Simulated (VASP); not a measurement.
Write the native input for VASP 6.6.1 that does the following.

```
Task                   : single point
Functional             : PBE
Potentials or basis    : VASP PAW PBE potentials, release 64 (B, N)
Cutoff                 : 520 eV
k mesh                 : 12 × 12 × 12
Occupations            : fermi-dirac, width 0.02 eV
Spin                   : no spin polarisation
Dipole correction      : no
Further INCAR settings : ALGO = Normal; EDIFF = 1e-07; NBANDS = 11
```

The structure of BN lies in POSCAR:

```
BN
1.0
    0.0000000000      1.8232337647      1.8232337647
    1.8232337647      0.0000000000      1.8232337647
    1.8232337647      1.8232337647      0.0000000000
B N
1 1
Direct
    0.0000000000      0.0000000000      0.0000000000
    0.2500000000      0.2500000000      0.2500000000
```

This cell differs from its parent crystal: strain +1.0%.

One way to write it, as run:

INCAR

```
PREC = Accurate ; ENCUT = 520
EDIFF = 1E-7 ; ISMEAR = -1
SIGMA = 0.02 ; LREAL = False
LASPH = True ; NELM = 100
ALGO = Normal ; ISIF = 2
LWAVE = False ; LCHARG = True
GGA = PE ; LELF = True
LVHAR = True ; NBANDS = 11
```

KPOINTS

```
Automatic mesh
0
Gamma
  12 12 12
```

Potentials or basis: VASP PAW PBE potentials, release 64 (B, N).

Command:

```sh
$ cat potpaw_PBE.64/B/POTCAR potpaw_PBE.64/N/POTCAR > POTCAR
$ mpirun -np 1 vasp_std > vasp.out
```

It gave:

```json
{
  "Pressure": "-6.3 GPa",
  "Band gap on the k mesh": "4.43 eV (least direct gap 8.70 eV)"
}
```

Caveat: the cell differs from its parent crystal (strain +1.0%); the cell stands under tension.

Run time: 7.8 s on 1 thread of AMD EPYC 7R13 Processor (Zen 3), on a shared host, peak memory 0.09 GiB.
